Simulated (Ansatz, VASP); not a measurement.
**Ge: VASP beside Ansatz**

```
Ge
1.0
     3.99692    0.00000    0.00000
     0.00000    3.99692    0.00000
     0.00000    0.00000    5.46538
Ge
4
Direct
  0.00000 0.00000 0.50000
  0.50000 0.50000 0.50000
  0.00000 0.50000 0.68540
  0.50000 0.00000 0.31460
```

Alike in both runs: task single point; functional PBE; k mesh 4 × 4 × 4; occupations gaussian, width 0.1 eV; no spin polarisation.

```csv
,VASP,Ansatz
version,VASP 6.6.1,Ansatz 0.2.0
potentials or method,"VASP PAW PBE potentials, release 64 (Ge_d), cutoff 520 eV","scalar-relativistic, plane waves, PAW"
valence electrons in the cell,56,56
```

VASP gave:

```
gap on the k mesh at the Fermi level (eV) : none
rms of the force components (eV/Å)        : 2.720
```

Q: Estimate Ansatz's values.

A: gap on the k mesh at the Fermi level (eV): none; rms of the force components (eV/Å): 2.714.

Atom by atom the forces differ by 0.006 eV/Å (rms over components). A gap of «none» marks a metal or a gap that the smearing closes. With one functional, cell and mesh, what is left measures potentials, basis and numerics.

The k mesh is coarse, so the values compare programs but aren't converged.
